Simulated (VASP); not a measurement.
# NaLa (P-6m2) in VASP: further runs

Runs on NaLa. Level: PBE. Tasks: single point.

All numbers are computed with VASP 6.6.1; they aren't measurements. Logs are shortened: lines on timing, memory, paths and dates and some standing lists are left out, and cuts for length are marked.

## 1. The cell of the first run

Symmetry: P-6m2, No. 187, hexagonal system. Conventional cell: a = 3.533 Å, b = 3.533 Å, c = 6.351 Å, α = 90.00°, β = 90.00°, γ = 120.00°. Na (site symmetry -6m2) has 6 Na at 3.53 Å and 6 La at 3.77 Å within 4.6 Å. La (site symmetry -6m2) has 6 La at 3.53 Å and 6 Na at 3.77 Å within 4.6 Å.

## 2. Single point, PBE

Input file INCAR:

```
SYSTEM = NaLa
ALGO = Normal ; EDIFF = 1E-7
ENCUT = 520 ; GGA = PE
ISIF = 2 ; ISMEAR = -1
LASPH = .TRUE. ; LCHARG = .TRUE.
LELF = .TRUE. ; LREAL = .FALSE.
LVHAR = .TRUE. ; LWAVE = .FALSE.
NBANDS = 16 ; NELM = 60
PREC = Accurate ; SIGMA = 0.1
```

Input file KPOINTS:

```
k-points
0
G
  7 7 4
  0 0 0
```

Input file POSCAR:

```
NaLa
1.0
    3.5326333841      0.0000000000      0.0000000000
   -1.7663162023      3.0593502741      0.0000000000
    0.0000000000      0.0000000000      6.3514227791
Na La
1 1
Direct
    0.0000000000      0.0000000000      0.0000000000
    0.3333333333      0.6666666667      0.5000000000
```

Potentials or basis: VASP PAW PBE potentials, release 64 (Na_pv, La).

On the command line:

```sh
> cat potpaw_PBE.64/Na_pv/POTCAR potpaw_PBE.64/La/POTCAR > POTCAR
> mpirun -np 1 vasp_std > vasp.out
```

OUTCAR:

```text
SYSTEM = NaLa
   EDIFF = 1E-7
   ENCUT = 520
   GGA = PE
   ISIF = 2
   ISMEAR = -1
   LASPH = .TRUE.
   LREAL = .FALSE.
   NELM = 60
   PREC = Accurate

 ion  position               nearest neighbor table
   1  0.000  0.000  0.000-
   2  0.333  0.667  0.500-

  LATTYP: Found a hexagonal cell.
 ALAT       =     3.5326333841
 C/A-ratio  =     1.7979286522

  Lattice vectors:

 A1 = (   3.5326333841,   0.0000000000,   0.0000000000)
 A2 = (  -1.7663162023,   3.0593502741,   0.0000000000)
 A3 = (   0.0000000000,   0.0000000000,   6.3514227791)

Analysis of symmetry for initial positions (statically):
=====================================================================
 Subroutine PRICEL returns:
 Original cell was already a primitive cell.

 Routine SETGRP: Setting up the symmetry group for a
 hexagonal supercell.

 Subroutine GETGRP returns: Found 12 space group operations
 (whereof 12 operations were pure point group operations)
 out of a pool of 24 trial point group operations.

The static configuration has the point symmetry D_3h.

Analysis of symmetry for dynamics (positions and initial velocities):
=====================================================================
 Subroutine PRICEL returns:
 Original cell was already a primitive cell.

 Routine SETGRP: Setting up the symmetry group for a
 hexagonal supercell.

 Subroutine GETGRP returns: Found 12 space group operations
 (whereof 12 operations were pure point group operations)
 out of a pool of 24 trial point group operations.

The dynamic configuration has the point symmetry D_3h.

 Subroutine INISYM returns: Found 12 space group operations
 (whereof 12 operations are pure point group operations),
 and found     1 'primitive' translations

----------------------------------------------------------------------------------------

                                     Primitive cell

  volume of cell :      68.6434

  direct lattice vectors                    reciprocal lattice vectors
     3.532633384  0.000000000  0.000000000     0.283074945  0.163433349  0.000000000
    -1.766316202  3.059350274  0.000000000     0.000000000  0.326866789  0.000000000
     0.000000000  0.000000000  6.351422779     0.000000000  0.000000000  0.157445038

  length of vectors
     3.532633384  3.532633158  6.351422779     0.326866768  0.326866789  0.157445038

  position of ions in fractional coordinates (direct lattice)
     0.000000000  0.000000000  0.000000000
     0.333333333  0.666666667  0.500000000

  ion indices of the primitive-cell ions
   primitive index   ion index
                 1           1
                 2           2

----------------------------------------------------------------------------------------

 KPOINTS: k-points

Automatic generation of k-mesh.
 Grid dimensions read from file:
 generate k-points for:    7    7    4

 Generating k-lattice:

  Cartesian coordinates                     Fractional coordinates (reciprocal lattice)
     0.040439278  0.023347621  0.000000000     0.142857143  0.000000000  0.000000000
     0.000000000  0.046695256  0.000000000     0.000000000  0.142857143  0.000000000
     0.000000000  0.000000000  0.039361259     0.000000000  0.000000000  0.250000000

  Length of vectors
     0.046695253  0.046695256  0.039361259

  Shift w.r.t. Gamma in fractional coordinates (k-lattice)
     0.000000000  0.000000000  0.000000000

 Subroutine IBZKPT returns following result:
 ===========================================

 Found     24 irreducible k-points:

 Following reciprocal coordinates:
            Coordinates               Weight
  0.000000  0.000000  0.000000      1.000000
  0.142857 -0.000000  0.000000      6.000000
  0.285714  0.000000  0.000000      6.000000
  0.428571  0.000000  0.000000      6.000000
  0.142857  0.142857  0.000000      6.000000
  0.285714  0.142857  0.000000     12.000000
[... 16 lines left out ...]
  0.428571  0.142857  0.500000      6.000000
  0.285714  0.285714  0.500000      6.000000
   k-points           NKPTS =     24   k-points in BZ     NKDIM =     24   number of bands    NBANDS=     16
   number of dos      NEDOS =    301   number of ions     NIONS =      2
   total plane-waves  NPLWV =  37632
   dimension x,y,z NGX =    28 NGY =   28 NGZ =   48
   dimension x,y,z NGXF=    56 NGYF=   56 NGZF=   96
   ions per type =               1   1
   NGX,Y,Z   is equivalent  to a cutoff of  13.18, 13.18, 12.56 a.u.
   NGXF,Y,Z  is equivalent  to a cutoff of  26.35, 26.35, 25.13 a.u.
 SYSTEM =  NaLa
   PREC   = accura    normal or accurate (medium, high low for compatibility)
   ISTART =      0    job   : 0-new  1-cont  2-samecut
   ICHARG =      2    charge: 1-file 2-atom 10-const
   ISPIN  =      1    spin polarized calculation?
   LNONCOLLINEAR =      F non collinear calculations
   LSORBIT =      F    spin-orbit coupling
   LASPH  =      T    aspherical Exc in radial PAW
   ENCUT  =  520.0 eV  38.22 Ry    6.18 a.u.   6.57  6.57 11.81*2*pi/ulx,y,z
   NELM   =     60;   NELMIN=  2; NELMDL= -5     # of ELM steps
   EDIFF  = 0.1E-06   stopping-criterion for ELM
   LREAL  =      F    real-space projection
   EDIFFG = 0.1E-05   stopping-criterion for IOM
   NSW    =      0    number of steps for IOM
   IBRION =     -1    ionic relax: 0-MD 1-quasi-New 2-CG
   NFREE  =      0    steps in history (QN), initial steepest desc. (CG)
   ISIF   =      2    stress and relaxation
   ISYM   =      2    0-nonsym 1-usesym 2-fastsym
   POTIM  = 0.5000    time-step for ionic-motion
   TEBEG  =    0.0;   TEEND  =   0.0 temperature during run
   PSTRESS=    0.0 pullay stress
   NELECT =      18.0000    total number of electrons
   NUPDOWN=      -1.0000    fix difference up-down
   EMIN   =  10.00;   EMAX   =-10.00  energy-range for DOS
   EFERMI =   0.00;   METHOD = LEGACY
   ISMEAR =    -1;   SIGMA  =   0.10  broadening in eV -4-tet -1-fermi 0-gaus
   EFERMI_NEDOS =   21; number of points for ismear=-14 and -15
   IALGO  =     38    algorithm
   IMIX   =      4    mixing-type and parameters
     AMIX     =   0.40;   BMIX     =  1.00
     AMIX_MAG =   1.60;   BMIX_MAG =  1.00
  volume/ion in A,a.u.               =      34.32       231.61
  Fermi-wavevector in a.u.,A,eV,Ry     =   1.047851  1.980151 14.939075  1.097991
  Thomas-Fermi vector in A             =   2.182748
   LORBIT       =      0    0 simple, 1 ext, 2 COOP (PROOUT), +10 PAW based schemes
   GGA     = PE    functional components
   LHFCALC =     F    Hartree Fock is set to
   AEXX    =    0.0000 exact exchange contribution
   IVDW    =     0    specifies the selected vdW correction
   LEPSILON=     F    determine dielectric tensor
   LRPA    =     F    only Hartree local field effects (RPA)
 non-spin polarized calculation
  energy-cutoff  :      520.00
  volume of cell :       68.64
 maximum number of plane-waves:      1883
 NGX is ok and might be reduce to    28
   NGX = 13   NGY = 13   NGZ = 23

 number of electron      17.9999994 magnetization

 Free energy of the ion-electron system (eV)
  ---------------------------------------------------
  ext. energy  EPLUGINS =         0.00000000
  ---------------------------------------------------
  free energy    TOTEN  =        -5.89874651 eV

  energy without entropy =       -5.84031942  energy(sigma->0) =       -5.86953296

 E-fermi :   4.5548     XC(G=0):  -8.3576

 val. band max:        4.4785261083   @ k =   0.4286   0.0000   0.0000
 cond. band min:       4.5638005924   @ k =   0.0000   0.0000   0.5000
 fundamental gap:      0.0852744842
 Fermi energy:         4.5547688550

 k-point     1 :       0.0000    0.0000    0.0000
  band No.  band energies     occupation
      1     -28.4322      2.00000
      2     -19.8245      2.00000
      3     -19.8183      2.00000
      4     -19.8183      2.00000
      5     -12.2425      2.00000
      6     -11.2269      2.00000
[... 8 lines left out ...]
     15       6.4216      0.00000
     16       6.4216      0.00000

 k-point     2 :       0.1429   -0.0000    0.0000
  band No.  band energies     occupation
      1     -28.3873      2.00000
      2     -19.8277      2.00000
      3     -19.8230      2.00000
      4     -19.8205      2.00000
      5     -12.1890      2.00000
      6     -11.5778      2.00000
[... 8 lines left out ...]
     15       6.4490      0.00000
     16       6.5625      0.00000

 k-point     3 :       0.2857    0.0000    0.0000
  band No.  band energies     occupation
      1     -28.2841      2.00000
      2     -19.8488      2.00000
      3     -19.8255      2.00000
      4     -19.8195      2.00000
      5     -12.2945      2.00000
      6     -12.0653      2.00000
[... 8 lines left out ...]
     15       6.5180      0.00000
     16       6.5609      0.00000

 k-point     4 :       0.4286    0.0000    0.0000
  band No.  band energies     occupation
      1     -28.1987      2.00000
      2     -19.8656      2.00000
      3     -19.8295      2.00000
      4     -19.8167      2.00000
      5     -12.8154      2.00000
      6     -11.9626      2.00000
[... 8 lines left out ...]
     15       6.5768      0.00000
     16       6.6150      0.00000
[... 324 lines left out ...]
 k-point    22 :       0.2857    0.1429    0.5000
  band No.  band energies     occupation
      1     -28.2181      2.00000
      2     -19.8580      2.00000
      3     -19.8326      2.00000
      4     -19.8172      2.00000
      5     -12.5749      2.00000
      6     -11.9886      2.00000
[... 8 lines left out ...]
     15       6.5425      0.00000
     16       6.6514      0.00000

 k-point    23 :       0.4286    0.1429    0.5000
  band No.  band energies     occupation
      1     -28.1749      2.00000
      2     -19.8651      2.00000
      3     -19.8359      2.00000
      4     -19.8160      2.00000
      5     -12.7934      2.00000
      6     -11.9353      2.00000
[... 8 lines left out ...]
     15       6.5750      0.00000
     16       6.7206      0.00000

 k-point    24 :       0.2857    0.2857    0.5000
  band No.  band energies     occupation
      1     -28.1643      2.00000
      2     -19.8583      2.00000
      3     -19.8453      2.00000
      4     -19.8157      2.00000
      5     -12.5855      2.00000
      6     -12.1702      2.00000
[... 8 lines left out ...]
     15       6.4514      0.00000
     16       6.7335      0.00000

------------------------ aborting loop because EDIFF is reached ----------------------------------------

  FORCE on cell =-STRESS in cart. coord.  units (eV):
  Direction    XX          YY          ZZ          XY          YZ          ZX
  --------------------------------------------------------------------------------------
  -------------------------------------------------------------------------------------
  Total        0.3715503      0.3715503      0.5933371      0.0000001      0.0000000     -0.0000000
  in kB        8.6722028      8.6722029     13.8488363      0.0000014      0.0000000     -0.0000000
  external PRESSURE =      10.3977473 kB  Pullay stress =       0.0000000 kB

 VOLUME and BASIS-vectors are now :
 -----------------------------------------------------------------------------
  energy-cutoff  :      520.00
  volume of cell :       68.64
      direct lattice vectors                 reciprocal lattice vectors
     3.532633384  0.000000000  0.000000000     0.283074945  0.163433349  0.000000000
    -1.766316202  3.059350274  0.000000000     0.000000000  0.326866789  0.000000000
     0.000000000  0.000000000  6.351422779     0.000000000  0.000000000  0.157445038

 POSITION                                       TOTAL-FORCE (eV/Angst)
 -----------------------------------------------------------------------------------
      0.00000      0.00000      0.00000         0.000000      0.000000      0.000000
      0.00000      2.03957      3.17571        -0.000000      0.000000      0.000000
 -----------------------------------------------------------------------------------
    total drift:                               -0.000001     -0.000000     -0.000000

  FREE ENERGIE OF THE ION-ELECTRON SYSTEM (eV)
  ---------------------------------------------------
  free  energy   TOTEN  =        -5.8987465078 eV

  energy  without entropy=       -5.8403194171  energy(sigma->0) =       -5.86953296
```

Run time: 22 s. Hardware: 1 thread of Intel Xeon Platinum 8488C (Sapphire Rapids), shared host; peak memory 0.2 GiB.

Results:

* Free energy: -5.8987 eV
* Pressure: 1.0 GPa
* Band gap on the k mesh: zero (band 9 reaches 5.05 eV, above the bottom of band 10 at 4.31 eV)

Caveat: spin-orbit coupling is left out, which moves the levels of the heavy elements.

## 3. Single point, PBE

This run uses another cell than the first one, of 35.05 Å³/atom, 1.021 times its volume.

Input file INCAR:

```
PREC     = Accurate       # precision mode
ENCUT    = 520            # plane-wave cutoff, eV
EDIFF    = 1E-6           # SCF threshold, eV
ISMEAR   = -1             # smearing method
SIGMA    = 0.1            # smearing width, eV
LREAL    = F              # projectors in reciprocal space
LASPH    = T              # aspherical terms in the spheres
NELM     = 60             # most SCF steps
ALGO     = Normal         # electronic algorithm
ISIF     = 2              # what is computed and relaxed
LWAVE    = F              # write WAVECAR
LCHARG   = F              # write CHGCAR
GGA      = PE             # functional
NBANDS   = 16             # bands
```

Input file KPOINTS:

```
Automatic mesh
0
Gamma
  7 7 4
```

Input file POSCAR:

```
NaLa
1.0
    3.5575119037      0.0000000000      0.0000000000
   -1.7787554586      3.0808957042      0.0000000000
    0.0000000000      0.0000000000      6.3961525823
Na La
1 1
Direct
    0.0000000000      0.0000000000      0.0000000000
    0.3333333333      0.6666666667      0.5000000000
```

Potentials or basis: VASP PAW PBE potentials, release 64 (Na_pv, La).

On the command line:

```sh
> cat potpaw_PBE.64/Na_pv/POTCAR potpaw_PBE.64/La/POTCAR > POTCAR
> mpirun -np 1 vasp_std > vasp.out
```

Run time: 17 s. Hardware: 1 thread of Intel Xeon Platinum 8488C (Sapphire Rapids), shared host; peak memory 0.2 GiB.

Results (log left out):

```yaml
Free_energy: -5.9064 eV
Pressure: 0.6 GPa
Band_gap_on_the_k_mesh: zero (band 9 reaches 4.90 eV, above the bottom of band 10 at 4.18 eV)
```

Stress tensor (GPa, compression positive):
```
0.39 0.00 0.00
0.00 0.39 0.00
0.00 0.00 0.93
```

Levels at points of the mesh, in eV from the Fermi level:
| k point | band 5 | band 6 | band 7 | band 8 | band 9 | band 10 | band 11 | band 12 | band 13 | band 14 |
| --- | --- | --- | --- | --- | --- | --- | --- | --- | --- | --- |
| (0.00, 0.00, 0.00) | -16.82 | -15.86 | -15.86 | -3.29 | -1.19 | 0.87 | 1.21 | 1.78 | 1.81 | 1.81 |
| (0.00, 0.00, 0.50) | -16.83 | -15.86 | -15.86 | -2.26 | -2.05 | 0.02 | 1.21 | 1.49 | 1.81 | 1.81 |

Caveat: spin-orbit coupling is left out, which moves the levels of the heavy elements.
